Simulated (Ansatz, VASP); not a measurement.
**One calculation of Si4F, two programs**

```
CELL_PARAMETERS angstrom
-2.46391 2.46391 3.82958
2.46391 -2.46391 3.82958
2.46391 2.46391 -3.82958
ATOMIC_POSITIONS crystal
Si 0.50000 0.50000 0.50000
Si 0.00000 0.00000 0.50000
Si 0.50000 0.00000 0.00000
Si 0.00000 0.50000 0.00000
F 0.50000 0.50000 0.00000
```

Alike in both runs: task relaxation of cell and atoms; functional PBE; k mesh 12 × 12 × 12; occupations gaussian, width 0.1 eV; no spin polarisation.

|  | VASP | Ansatz |
| --- | --- | --- |
| version | VASP 6.6.1 | Ansatz 0.2.0 |
| potentials or method | VASP PAW PBE potentials, release 64 (Si, F), cutoff 600 eV | scalar-relativistic, plane waves, PAW |
| valence electrons in the cell | 23 | 23 |

VASP gave:

```
gap on the k mesh at the Fermi level, each at its own relaxed structure (eV)  : none
relaxed volume (Å³/atom)                                                      : 19.00
relaxed length of the cell vector where the two differ most in proportion (Å) : 5.267
```

Question: Which values does Ansatz return?

Answer: gap on the k mesh at the Fermi level, each at its own relaxed structure (eV): none; relaxed volume (Å³/atom): 19.06; relaxed length of the cell vector where the two differ most in proportion (Å): 5.275.

A gap of «none» marks a metal or a gap that the smearing closes.
